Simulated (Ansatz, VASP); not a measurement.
## One calculation of Al3B2As, two programs

Contents of INCAR:

```
SYSTEM = Al3B2As
PREC = Accurate
ENCUT = 600
EDIFF = 1E-6
ISMEAR = 0
SIGMA = 0.1
LREAL = .FALSE.
LASPH = .TRUE.
NELM = 60
ALGO = Normal
ISIF = 3
LWAVE = .FALSE.
LCHARG = .FALSE.
GGA = PE
IBRION = 2
NSW = 90
EDIFFG = -0.04
```

Contents of KPOINTS:

```
regular mesh
0
G
  6 6 4
  0 0 0
```

The input POSCAR:

```
Al3B2As
1.0
    5.4735738170     -1.9348606198      0.0000000000
    5.4735738170      1.9348606198      0.0000000000
   -0.1778391823      0.0000000000      3.8702102213
Al B As
3 2 1
Direct
    0.6628621570      0.8282734664      0.7531500582
    0.6968684893      0.3031315107      0.5000000000
    0.1717265336      0.3371378430      0.2468499418
    0.5680390164      0.7278694633      0.2461307879
    0.2721305367      0.4319609836      0.7538692121
    0.1284638218      0.8715361782      0.0000000000
```

Input for Ansatz:

```yaml
crystal:
  lattice:
    - [5.473573817, -1.9348606198, 0.0]
    - [5.473573817, 1.9348606198, 0.0]
    - [-0.1778391823, 0.0, 3.8702102213]
  atoms:
    - { symbol: Al, position: [0.662862157, 0.8282734664, 0.7531500582] }
    - { symbol: Al, position: [0.6968684893, 0.3031315107, 0.5] }
    - { symbol: Al, position: [0.1717265336, 0.337137843, 0.2468499418] }
    - { symbol: B, position: [0.5680390164, 0.7278694633, 0.2461307879] }
    - { symbol: B, position: [0.2721305367, 0.4319609836, 0.7538692121] }
    - { symbol: As, position: [0.1284638218, 0.8715361782, 0.0] }
basis:
  ecutwfc: 420
kpoints:
  mp_grid: { grid: [6, 6, 4] }
hamiltonian:
  xc: pbe
scf:
  occupations: { method: gaussian, width: 0.1 }
  lower_state_search: "off"
output:
  forces: true
  stress: true
  eigenvalues: true
relax:
  adjacent_minimum: "off"
  f_tol: 0.04
  max_steps: 70
  cell: { stress_tol: 0.4 }
```

Change from the starting cell: the structure that the rattled cell fell into.

Alike in both runs: task relaxation of cell and atoms; functional PBE; k mesh 6 × 6 × 4; occupations gaussian, width 0.1 eV; no spin polarisation.

```csv
,VASP,Ansatz
version,VASP 6.6.1,Ansatz 0.2.0
potentials or method,"VASP PAW PBE potentials, release 64 (Al, B, As), cutoff 600 eV","scalar-relativistic, plane waves, PAW"
valence electrons in the cell,20,30
```

Ansatz gave:

- gap on the k mesh at the Fermi level, each at its own relaxed structure (eV): 0.60
- relaxed volume (Å³/atom): 13.69
- relaxed cell length with the largest relative difference (Å): 5.805

Task: What did VASP give for the same quantities?

Result: gap on the k mesh at the Fermi level, each at its own relaxed structure (eV): 0.60; relaxed volume (Å³/atom): 13.71; relaxed cell length with the largest relative difference (Å): 5.810.

VASP's potentials hold 20 valence electrons a cell and Ansatz's 30, so a difference there can come from the potentials and not from the codes.
